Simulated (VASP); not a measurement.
Wanted: the native input for a VASP 6.6.1 run.

* Task: single point
* Functional: PBE
* Potentials or basis: VASP PAW PBE potentials, release 64 (Sr_sv, Te)
* Cutoff: 500 eV
* k mesh: 6 × 6 × 6
* Occupations: fermi-dirac, width 0.02 eV
* Spin: no spin polarisation
* Dipole correction: no
* Further INCAR settings: ALGO = Normal; EDIFF = 1e-06; NBANDS = 15

The structure of SrTe lies in POSCAR:

```
SrTe
1.0
    0.0251456865      3.3527582055      3.3527582055
    3.3527582055      0.0251456865      3.3527582055
    3.3779038920      3.3779038920      0.0000000000
Sr Te
1 1
Direct
    0.0000000000      0.0000000000      0.0000000000
    0.5000000000      0.5000000000      0.5000000000
```

This cell differs from its parent crystal: shear xy strain +1.5%.

The input as run:

INCAR

```
  PREC = Accurate
  ENCUT = 500
  EDIFF = 1E-6
  ISMEAR = -1
  SIGMA = 0.02
  LREAL = False
  LASPH = True
  NELM = 120
  ALGO = Normal
  ISIF = 2
  LWAVE = False
  LCHARG = False
  GGA = PE
  NBANDS = 15
  GGA_COMPAT = False
```

KPOINTS

```
Automatic mesh
0
Gamma
  6 6 6
```

Potentials or basis: VASP PAW PBE potentials, release 64 (Sr_sv, Te).

Run with:

```bash
$ cat potpaw_PBE.64/Sr_sv/POTCAR potpaw_PBE.64/Te/POTCAR > POTCAR
$ mpirun -np 1 vasp_std > vasp.out
```

It gave:

The pressure is 0.3 GPa and the band gap on the k mesh is 1.71 eV, indirect (least direct gap 2.42 eV).

Caveat: the cell differs from its parent crystal (shear xy strain +1.5%); spin-orbit coupling is left out, which moves the levels of the heavy elements.

It took 64 s on 1 thread of AMD EPYC 7R13, with other jobs on the host, peak memory 0.2 GiB.
